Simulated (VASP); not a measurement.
# AgCl (Pm-3m) in VASP: a series of runs, part 2 of 2

VASP 6.6.1. Earlier steps stand in the parts before.

**4. Electric field gradients, PBEsol (21.06 Å³/atom)**

This run uses another cell than the first one, of 21.06 Å³/atom.

The input, INCAR:

```
SYSTEM = AgCl
ALGO = Normal ; EDIFF = 1E-8
ENCUT = 520 ; GGA = PS
ISIF = 2 ; ISMEAR = -1
LASPH = .TRUE. ; LCHARG = .FALSE.
LEFG = .TRUE. ; LREAL = .FALSE.
LWAVE = .FALSE. ; NBANDS = 16
NELM = 100 ; PREC = Accurate
SIGMA = 0.01
```

The input, KPOINTS:

```
k-points
0
G
  9 9 9
  0 0 0
```

The input, POSCAR:

```
AgCl
1.0
    3.4791620374      0.0000000000      0.0000000000
    0.0000000000      3.4791620374      0.0000000000
    0.0000000000      0.0000000000      3.4791620374
Ag Cl
1 1
Direct
    0.0000000000      0.0000000000      0.0000000000
    0.5000000000      0.5000000000      0.5000000000
```

Potentials or basis: VASP PAW PBE potentials, release 64 (Ag, Cl).

Run with:

```bash
$ cat potpaw_PBE.64/Ag/POTCAR potpaw_PBE.64/Cl/POTCAR > POTCAR
$ mpirun -np 1 vasp_std > vasp.out
```

OUTCAR:

```text
SYSTEM = AgCl
   EDIFF = 1E-8
   ENCUT = 520
   GGA = PS
   ISIF = 2
   ISMEAR = -1
   LASPH = .TRUE.
   LREAL = .FALSE.
   NELM = 100
   PREC = Accurate

 ion  position               nearest neighbor table
   1  0.000  0.000  0.000-   2 3.01   2 3.01   2 3.01   2 3.01   2 3.01   2 3.01   2 3.01   2 3.01

   2  0.500  0.500  0.500-   1 3.01   1 3.01   1 3.01   1 3.01   1 3.01   1 3.01   1 3.01   1 3.01

  LATTYP: Found a simple cubic cell.
 ALAT       =     3.4791620374

  Lattice vectors:

 A1 = (   3.4791620374,   0.0000000000,   0.0000000000)
 A2 = (   0.0000000000,   3.4791620374,   0.0000000000)
 A3 = (   0.0000000000,   0.0000000000,   3.4791620374)

Analysis of symmetry for initial positions (statically):
=====================================================================
 Subroutine PRICEL returns:
 Original cell was already a primitive cell.

 Routine SETGRP: Setting up the symmetry group for a
 simple cubic supercell.

 Subroutine GETGRP returns: Found 48 space group operations
 (whereof 48 operations were pure point group operations)
 out of a pool of 48 trial point group operations.

The static configuration has the point symmetry O_h .

Analysis of symmetry for dynamics (positions and initial velocities):
=====================================================================
 Subroutine PRICEL returns:
 Original cell was already a primitive cell.

 Routine SETGRP: Setting up the symmetry group for a
 simple cubic supercell.

 Subroutine GETGRP returns: Found 48 space group operations
 (whereof 48 operations were pure point group operations)
 out of a pool of 48 trial point group operations.

The dynamic configuration has the point symmetry O_h .

[... 159 lines left out ...]
      5       1.5946      2.00000
      6       1.5946      2.00000
[... 433 lines left out ...]
      3      -0.0019      2.00000
      4       1.0430      2.00000
      5       1.2094      2.00000
      6       1.3410      2.00000
[... 8 lines left out ...]
     15      17.1791      0.00000
     16      18.9243      0.00000

 [... further k-points ...]

------------------------ aborting loop because EDIFF is reached ----------------------------------------

  FORCE on cell =-STRESS in cart. coord.  units (eV):
  Direction    XX          YY          ZZ          XY          YZ          ZX
  --------------------------------------------------------------------------------------
  -------------------------------------------------------------------------------------
  Total       -1.5767156     -1.5767156     -1.5767156     -0.0000000     -0.0000000      0.0000000
  in kB      -59.9846275    -59.9846275    -59.9846275     -0.0000000     -0.0000000      0.0000000
  external PRESSURE =     -59.9846275 kB  Pullay stress =       0.0000000 kB

 VOLUME and BASIS-vectors are now :
 -----------------------------------------------------------------------------
  energy-cutoff  :      520.00
  volume of cell :       42.11
      direct lattice vectors                 reciprocal lattice vectors
     3.479162037  0.000000000  0.000000000     0.287425532  0.000000000  0.000000000
     0.000000000  3.479162037  0.000000000     0.000000000  0.287425532  0.000000000
     0.000000000  0.000000000  3.479162037     0.000000000  0.000000000  0.287425532

 POSITION                                       TOTAL-FORCE (eV/Angst)
 -----------------------------------------------------------------------------------
      0.00000      0.00000      0.00000         0.000000      0.000000      0.000000
      1.73958      1.73958      1.73958         0.000000      0.000000      0.000000
 -----------------------------------------------------------------------------------
    total drift:                                0.000000      0.000000      0.000000

  FREE ENERGIE OF THE ION-ELECTRON SYSTEM (eV)
  ---------------------------------------------------
  free  energy   TOTEN  =        -5.7112050682 eV

  energy  without entropy=       -5.7112050681  energy(sigma->0) =       -5.71120507

 Electric field gradients (V/A^2)
---------------------------------------------------------------------
 ion       V_xx      V_yy      V_zz      V_xy      V_xz      V_yz
---------------------------------------------------------------------
   1       0.000    -0.000    -0.000    -0.000     0.000    -0.000
   2      -0.000    -0.000     0.000    -0.000    -0.000     0.000
---------------------------------------------------------------------

 Electric field gradients after diagonalization (V/A^2)
 (convention: |V_zz| > |V_xx| > |V_yy|)
----------------------------------------------------------------------
 ion       V_xx      V_yy      V_zz     asymmetry (V_yy - V_xx)/ V_zz
----------------------------------------------------------------------
   1       0.000    -0.000    -0.000       0.489
   2      -0.000    -0.000     0.000       0.446
----------------------------------------------------------------------

           NMR quadrupolar parameters

 Cq : quadrupolar parameter    Cq=e*Q*V_zz/h
 eta: asymmetry parameters     (V_yy - V_xx)/ V_zz
 Q  : nuclear electric quadrupole moment in mb (millibarn)
----------------------------------------------------------------------
 ion       Cq(MHz)       eta       Q (mb)
----------------------------------------------------------------------
   1      -0.000       0.489       1.000
   2       0.000       0.446       1.000
----------------------------------------------------------------------
```

Wall time 19 s (1 thread of AMD EPYC 7R13 (Zen 3), shared host); peak memory 0.14 GiB.

What came out:

```yaml
Free_energy: -5.7112 eV
Pressure: -6.0 GPa
Band_gap_on_the_k_mesh: 0.44 eV (least direct gap 1.81 eV)
Largest_electric_field_gradient_by_atom: under 0.05 V/Å² on every atom
```

Caveat: the cell stands under tension; semilocal functionals underestimate gaps, and a narrow one can read as zero; the PAW data sets were made with another functional, which shifts forces and pressure a little; an odd mesh through Γ misses points on the zone boundary, where band edges can lie.
